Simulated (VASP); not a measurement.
# SnO2 (P6/mmm) in VASP: further runs

The runs below take SnO2 through single point, with PBE.

Everything below comes from runs of VASP 6.6.1. Logs are shortened: lines on timing, memory, paths and dates and some standing lists are left out, and cuts for length are marked.

## (1) The cell of the first run

The structure is hexagonal, space group P6/mmm (No. 191). Conventional cell: a = 3.765 Å, b = 3.765 Å, c = 3.082 Å, α = 90.00°, β = 90.00°, γ = 120.00°. Within 3.5 Å of Sn (site symmetry 6/mmm) lie 12 O at 2.66 Å and 2 Sn at 3.08 Å. Within 2.9 Å of O (site symmetry -6m2) lie 3 O at 2.17 Å and 6 Sn at 2.66 Å.

The cell was built from a structure type or drawn by symmetry, and may not be a known phase.

## (2) Single point, PBE

INCAR reads:

```
PREC = Accurate ; ENCUT = 600
EDIFF = 1E-6 ; ISMEAR = 0
SIGMA = 0.15 ; LREAL = False
LASPH = True ; NELM = 120
ALGO = Normal ; ISIF = 2
LWAVE = False ; LCHARG = False
GGA = PE ; NBANDS = 20
GGA_COMPAT = False
```

KPOINTS reads:

```
regular mesh
0
Gamma
  4 4 4
```

POSCAR reads:

```
SnO2
1.0
    3.7649740255      0.0000000000      0.0000000000
   -1.8824870127      3.2605631506      0.0000000000
    0.0000000000      0.0000000000      3.0821856486
Sn O
1 2
Direct
    0.0000000000      0.0000000000      0.0000000000
    0.3333333333      0.6666666667      0.5000000000
    0.6666666667      0.3333333333      0.5000000000
```

Potentials or basis: VASP PAW PBE potentials, release 64 (Sn_d, O).

Started as:

```sh
$ cat potpaw_PBE.64/Sn_d/POTCAR potpaw_PBE.64/O/POTCAR > POTCAR
$ mpirun -np 1 vasp_std > vasp.out
```

OUTCAR:

```text
PREC = Accurate
   ENCUT = 600
   EDIFF = 1E-6
   ISMEAR = 0
   LREAL = False
   LASPH = True
   NELM = 120
   ISIF = 2
   GGA = PE

 ion  position               nearest neighbor table
   1  0.000  0.000  0.000-   2 2.66   3 2.66   2 2.66   3 2.66   2 2.66   2 2.66   3 2.66   3 2.66
                             3 2.66   3 2.66   2 2.66   2 2.66
   2  0.333  0.667  0.500-   1 2.66   1 2.66   1 2.66   1 2.66   1 2.66   1 2.66
   3  0.667  0.333  0.500-   1 2.66   1 2.66   1 2.66   1 2.66   1 2.66   1 2.66

  LATTYP: Found a hexagonal cell.
 ALAT       =     3.7649740255
 C/A-ratio  =     0.8186472543

  Lattice vectors:

 A1 = (   3.7649740255,   0.0000000000,   0.0000000000)
 A2 = (  -1.8824870127,   3.2605631506,   0.0000000000)
 A3 = (   0.0000000000,   0.0000000000,   3.0821856486)

Analysis of symmetry for initial positions (statically):
=====================================================================
 Subroutine PRICEL returns:
 Original cell was already a primitive cell.

 Routine SETGRP: Setting up the symmetry group for a
 hexagonal supercell.

 Subroutine GETGRP returns: Found 24 space group operations
 (whereof 24 operations were pure point group operations)
 out of a pool of 24 trial point group operations.

The static configuration has the point symmetry D_6h.

Analysis of symmetry for dynamics (positions and initial velocities):
=====================================================================
 Subroutine PRICEL returns:
 Original cell was already a primitive cell.

 Routine SETGRP: Setting up the symmetry group for a
 hexagonal supercell.

 Subroutine GETGRP returns: Found 24 space group operations
 (whereof 24 operations were pure point group operations)
 out of a pool of 24 trial point group operations.

The dynamic configuration has the point symmetry D_6h.

 Subroutine INISYM returns: Found 24 space group operations
 (whereof 24 operations are pure point group operations),
 and found     1 'primitive' translations

----------------------------------------------------------------------------------------

                                     Primitive cell

  volume of cell :      37.8367

  direct lattice vectors                    reciprocal lattice vectors
[... 70 lines left out ...]
   ISPIN  =      1    spin polarized calculation?
   LNONCOLLINEAR =      F non collinear calculations
   LSORBIT =      F    spin-orbit coupling
   LASPH  =      T    aspherical Exc in radial PAW
   ENCUT  =  600.0 eV  44.10 Ry    6.64 a.u.   7.52  7.52  6.16*2*pi/ulx,y,z
   NELM   =    120;   NELMIN=  2; NELMDL= -5     # of ELM steps
   EDIFF  = 0.1E-05   stopping-criterion for ELM
   LREAL  =      F    real-space projection
   EDIFFG = 0.1E-04   stopping-criterion for IOM
   NSW    =      0    number of steps for IOM
   IBRION =     -1    ionic relax: 0-MD 1-quasi-New 2-CG
   NFREE  =      0    steps in history (QN), initial steepest desc. (CG)
   ISIF   =      2    stress and relaxation
   ISYM   =      2    0-nonsym 1-usesym 2-fastsym
   POTIM  = 0.5000    time-step for ionic-motion
   TEBEG  =    0.0;   TEEND  =   0.0 temperature during run
   PSTRESS=    0.0 pullay stress
   NELECT =      26.0000    total number of electrons
   NUPDOWN=      -1.0000    fix difference up-down
   EMIN   =  10.00;   EMAX   =-10.00  energy-range for DOS
   EFERMI =   0.00;   METHOD = LEGACY
   ISMEAR =     0;   SIGMA  =   0.15  broadening in eV -4-tet -1-fermi 0-gaus
   EFERMI_NEDOS =   21; number of points for ismear=-14 and -15
   IALGO  =     38    algorithm
   IMIX   =      4    mixing-type and parameters
     AMIX     =   0.40;   BMIX     =  1.00
     AMIX_MAG =   1.60;   BMIX_MAG =  1.00
  volume/ion in A,a.u.               =      12.61        85.11
  Fermi-wavevector in a.u.,A,eV,Ry     =   1.444646  2.729985 28.395393  2.087002
  Thomas-Fermi vector in A             =   2.562918
   LORBIT       =      0    0 simple, 1 ext, 2 COOP (PROOUT), +10 PAW based schemes
   GGA     = PE    functional components
   LHFCALC =     F    Hartree Fock is set to
   AEXX    =    0.0000 exact exchange contribution
   IVDW    =     0    specifies the selected vdW correction
   LEPSILON=     F    determine dielectric tensor
   LRPA    =     F    only Hartree local field effects (RPA)
 non-spin polarized calculation
 Gauss-broadening in eV      SIGMA  =   0.15
  energy-cutoff  :      600.00
  volume of cell :       37.84
 maximum number of plane-waves:      1292
   NGX = 15   NGY = 15   NGZ = 13

 number of electron      26.0000007 magnetization

 Free energy of the ion-electron system (eV)
  ---------------------------------------------------
  ext. energy  EPLUGINS =         0.00000000
  ---------------------------------------------------
  free energy    TOTEN  =       -13.41836256 eV

  energy without entropy =      -13.39040207  energy(sigma->0) =      -13.40438231

 E-fermi :   6.7990     XC(G=0): -11.4784

 val. band max:        6.7657986161   @ k =   0.2500  -0.0000   0.5000
 cond. band min:       6.8552705869   @ k =   0.2500  -0.0000   0.0000
 fundamental gap:      0.0894719709
 Fermi energy:         6.7990452033

 k-point     1 :       0.0000    0.0000    0.0000
  band No.  band energies     occupation
      1     -14.4381      2.00000
      2     -14.2106      2.00000
      3     -14.2106      2.00000
      4     -14.1394      2.00000
      5     -14.1394      2.00000
      6     -12.4720      2.00000
[... 265 lines left out ...]
     19      21.9277      0.00000
     20      22.7905      0.00000

------------------------ aborting loop because EDIFF is reached ----------------------------------------

  FORCE on cell =-STRESS in cart. coord.  units (eV):
  Direction    XX          YY          ZZ          XY          YZ          ZX
  --------------------------------------------------------------------------------------
  -------------------------------------------------------------------------------------
  Total        0.0473345      0.0473345     -0.0217123      0.0000000      0.0000000      0.0000000
  in kB        2.0043565      2.0043565     -0.9193963      0.0000000      0.0000000      0.0000000
  external PRESSURE =       1.0297723 kB  Pullay stress =       0.0000000 kB

 VOLUME and BASIS-vectors are now :
 -----------------------------------------------------------------------------
  energy-cutoff  :      600.00
  volume of cell :       37.84
      direct lattice vectors                 reciprocal lattice vectors
     3.764974025  0.000000000  0.000000000     0.265606082  0.153347743  0.000000000
    -1.882487013  3.260563151  0.000000000     0.000000000  0.306695486  0.000000000
     0.000000000  0.000000000  3.082185649     0.000000000  0.000000000  0.324445090

 POSITION                                       TOTAL-FORCE (eV/Angst)
 -----------------------------------------------------------------------------------
      0.00000      0.00000      0.00000        -0.000000     -0.000000      0.000000
     -0.00000      2.17371      1.54109         0.000000     -0.000000     -0.000000
      1.88249      1.08685      1.54109        -0.000000      0.000000      0.000000
 -----------------------------------------------------------------------------------
    total drift:                                0.000000     -0.000000      0.000000

  FREE ENERGIE OF THE ION-ELECTRON SYSTEM (eV)
  ---------------------------------------------------
  free  energy   TOTEN  =       -13.4183625556 eV

  energy  without entropy=      -13.3904020722  energy(sigma->0) =      -13.40438231
```

Wall time 6.5 s (1 thread of AMD EPYC 9R45 (Zen 5), shared host); peak memory 0.13 GiB.

What came out:

```
Free energy            : -13.4184 eV
Pressure               : 0.1 GPa
Band gap on the k mesh : zero (bands 13 and 14 overlap by 1.19 eV)
```

Levels at points of the mesh, in eV from the Fermi level:
| k point | band 10 | band 11 | band 12 | band 13 | band 14 | band 15 | band 16 | band 17 |
| --- | --- | --- | --- | --- | --- | --- | --- | --- |
| (0.00, 0.00, 0.00) | -4.11 | -3.08 | -1.76 | -1.76 | -0.49 | 7.11 | 7.11 | 8.36 |
| (0.50, 0.00, 0.00) | -1.97 | -1.38 | -1.25 | 0.06 | 0.38 | 2.96 | 6.49 | 8.85 |
| (0.00, 0.00, 0.50) | -3.90 | -1.61 | -0.70 | -0.70 | 0.75 | 1.59 | 6.47 | 6.47 |
| (0.50, 0.00, 0.50) | -4.72 | -4.55 | -0.98 | -0.62 | 0.43 | 3.16 | 4.38 | 6.21 |

Caveat: the k points lie up to 0.51 Å⁻¹ apart, too coarse for converged energies and pressures of a metal; spin-orbit coupling is left out, which moves the levels of the heavy elements.

## (3) Single point, PBE

This run uses another cell than the first one, of 20.36 Å³/atom.

INCAR reads:

```
  ALGO = Normal
  EDIFF = 1E-6
  ENCUT = 600
  GGA = PE
  GGA_COMPAT = False
  ISIF = 2
  ISMEAR = 0
  LASPH = True
  LCHARG = False
  LREAL = False
  LWAVE = False
  NBANDS = 20
  NELM = 120
  PREC = Accurate
  SIGMA = 0.15
```

KPOINTS reads:

```
k-points
0
Gamma
  5 5 3
```

POSCAR reads:

```
SnO2
1.0
    3.8785280071      0.0000000036      0.0000000000
   -1.9392640067      3.3589037816      0.0000000000
    0.0000000000      0.0000000000      4.6890409847
Sn O
1 2
Direct
    0.0000000000      0.0000000000      0.5000000000
    0.3333333333      0.6666666667      0.5000000000
    0.6666666667      0.3333333333      0.5000000000
```

Potentials or basis: VASP PAW PBE potentials, release 64 (Sn_d, O).

Started as:

```sh
$ cat potpaw_PBE.64/Sn_d/POTCAR potpaw_PBE.64/O/POTCAR > POTCAR
$ mpirun -np 1 vasp_std > vasp.out
```

Wall time 9.2 s (1 thread of AMD EPYC 9R45 (Zen 5), shared host); peak memory 0.16 GiB.

It converged, with:

* Free energy: -14.4703 eV
* Pressure: 0.1 GPa
* Band gap on the k mesh: zero (bands 13 and 14 overlap by 0.78 eV)

Levels at points of the mesh, in eV from the Fermi level:
```tsv
k point	band 9	band 10	band 11	band 12	band 13	band 14	band 15	band 16	band 17	band 18
(0.00, 0.00, 0.00)	-4.08	-4.08	-3.20	-2.64	-2.64	-0.78	4.18	4.44	8.53	8.53
```

Caveat: the k points lie up to 0.45 Å⁻¹ apart, too coarse for converged energies and pressures of a metal; semilocal functionals underestimate gaps, so a narrow gap can read as zero; spin-orbit coupling is left out, which moves the levels of the heavy elements.

## (4) Single point, PBE

This run uses another cell than the first one, of 21.87 Å³/atom.

INCAR reads:

```
ALGO = Normal ; EDIFF = 1E-6
ENCUT = 600 ; GGA = PE
GGA_COMPAT = False ; ISIF = 2
ISMEAR = 0 ; LASPH = True
LCHARG = True ; LELF = True
LREAL = False ; LVHAR = True
LWAVE = False ; NBANDS = 20
NELM = 120 ; PREC = Accurate
SIGMA = 0.15
```

KPOINTS reads:

```
k-points
0
Gamma
  4 4 4
```

POSCAR reads:

```
SnO2
1.0
    3.6896221724     -0.0000000027      0.0000000000
   -1.8448110838      3.1953065330      0.0000000000
    0.0000000000      0.0000000000      5.5654617252
Sn O
1 2
Direct
    0.0000000000      0.0000000000      0.4470182918
    0.0000000000      0.0000000000      0.8260175562
    0.0000000000      0.0000000000      0.0680233820
```

Started as:

```sh
$ cat potpaw_PBE.64/Sn_d/POTCAR potpaw_PBE.64/O/POTCAR > POTCAR
$ mpirun -np 1 vasp_std > vasp.out
```

Run time: 12 s. Hardware: 1 thread of AMD EPYC 9R45 (Zen 5), shared host; peak memory 0.17 GiB.

The run converged. Its results:

```
Free energy            : -13.4400 eV
Pressure               : 0.2 GPa
Largest force          : 0.257 eV/Å
Band gap on the k mesh : zero (bands 13 and 14 overlap by 0.12 eV)
```

Forces in eV/Å, atoms in the order of the input:
```
Sn   0.000  0.000  0.000
O    0.000  0.000 -0.257
O    0.000  0.000  0.257
```

Stress tensor (GPa, compression positive):
```
0.00 0.00 0.00
0.00 0.00 0.00
0.00 0.00 0.58
```

Levels at points of the mesh, in eV from the Fermi level:
```
           k point  band 11  band 12  band 13  band 14  band 15  band 16
(0.00, 0.00, 0.00)    -3.86     0.01     0.01     1.91     5.65     5.65
(0.50, 0.00, 0.00)    -2.07    -1.33    -0.65    -0.11     3.18     3.57
(0.00, 0.00, 0.50)    -4.60    -0.31    -0.31     3.72     6.09     6.09
(0.50, 0.00, 0.50)    -4.39    -2.74    -0.58     0.78     4.13     6.41
```

Caveat: the k points lie up to 0.49 Å⁻¹ apart; semilocal functionals underestimate gaps, so a narrow gap can read as zero; spin-orbit coupling is left out, which moves the levels of the heavy elements.

## (5) The runs side by side

| cell | k mesh | gap on the mesh (eV) | pressure (GPa) |
| --- | --- | --- | --- |
| a = 3.765, b = 3.765, c = 3.082 Å, angles 90.0, 90.0, 120.0°, 3 atoms, atomic positions A | 4 × 4 × 4 | none | 0.1 |
| a = 3.879, b = 3.879, c = 4.689 Å, angles 90.0, 90.0, 120.0°, 3 atoms, atomic positions B | 5 × 5 × 3 | none | 0.1 |
| a = 3.690, b = 3.690, c = 5.565 Å, angles 90.0, 90.0, 120.0°, 3 atoms, atomic positions C | 4 × 4 × 4 | none | 0.2 |

Alike in all rows: task single point; level PBE; potentials or basis VASP PAW PBE potentials, release 64 (Sn_d, O); no spin polarisation; cutoff (eV) 600; smearing gaussian 0.15 eV.

Caveats: all runs use coarse meshes; spin-orbit coupling is left out, which moves the levels of the heavy elements; semilocal functionals underestimate gaps, so a narrow gap can read as zero (at least some runs).

Absolute energies hang on the potentials; compare differences alone.
